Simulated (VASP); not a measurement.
Here is a VASP 6.6.1 calculation.

INCAR

```
PREC = Accurate ; ENCUT = 500
EDIFF = 1E-6 ; ISMEAR = 0
SIGMA = 0.1 ; LREAL = False
LASPH = True ; NELM = 200
ALGO = Normal ; ISIF = 2
LWAVE = False ; LCHARG = False
ISPIN = 2 ; MAGMOM = 4 4
LORBIT = 11 ; LMAXMIX = 4
GGA = PS ; NBANDS = 24
GGA_COMPAT = False
```

The input KPOINTS:

```
regular mesh
0
Gamma
  8 8 8
```

POSCAR

```
Mn
1.0
   -2.2001468975      2.2001468975      1.2332440300
    2.2001468975     -2.2001468975      1.2332440300
    2.2001468975      2.2001468975     -1.2332440300
Mn
2
Direct
    0.7500000000      0.2500000000      0.5000000000
    0.0000000000      0.0000000000      0.0000000000
```

Potentials or basis: VASP PAW PBE potentials, release 64 (Mn_pv).

Run with:

```console
$ cat potpaw_PBE.64/Mn_pv/POTCAR > POTCAR
$ mpirun -np 1 vasp_std > vasp.out
```

Estimate the pressure.

-10.5 GPa.

Predict the site moments.

Mn +1.03 μB.

What does it give for the net moment?

2.08 μB per cell.

Stress tensor (GPa, compression positive):
```
-12.06   0.00   0.00
  0.00 -12.06   0.00
  0.00   0.00  -7.47
```

Caveat: the k points lie up to 0.37 Å⁻¹ apart; the PAW data sets were made with another functional, which shifts forces and pressure a little.
